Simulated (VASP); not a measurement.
A run of VASP 6.6.1 is set up as follows.

File INCAR:

```
PREC = Accurate
ENCUT = 500
EDIFF = 1E-6
ISMEAR = 0
SIGMA = 0.02
LREAL = False
LASPH = True
NELM = 120
ALGO = Normal
ISIF = 2
LWAVE = False
LCHARG = True
GGA = PS
LELF = True
LVHAR = True
NBANDS = 11
GGA_COMPAT = False
```

File KPOINTS:

```
Automatic mesh
0
Gamma
  10 10 10
```

File POSCAR:

```
Si
1.0
    0.0211673851      2.7107316050      2.6895642200
    2.7107316050      0.0211673851      2.6895642200
    2.7318989901      2.7318989901      0.0000000000
Si
2
Direct
    0.0011229887      0.0011229887     -0.0011229887
    0.2488770113      0.2488770113      0.2511229887
```

Potentials or basis: VASP PAW PBE potentials, release 64 (Si).

Launch:

```bash
$ cat potpaw_PBE.64/Si/POTCAR > POTCAR
$ mpirun -np 1 vasp_std > vasp.out
```

(1) Predict the pressure.

(2) What does it give for the band gap on the k mesh?

Answers

(1) 1.5 GPa.

(2) 0.32 eV (least direct gap 2.39 eV).

Caveat: the cell differs from its parent crystal (strained cell); semilocal functionals underestimate gaps, and a narrow one can read as zero; the PAW data sets were made with another functional, which shifts forces and pressure a little.
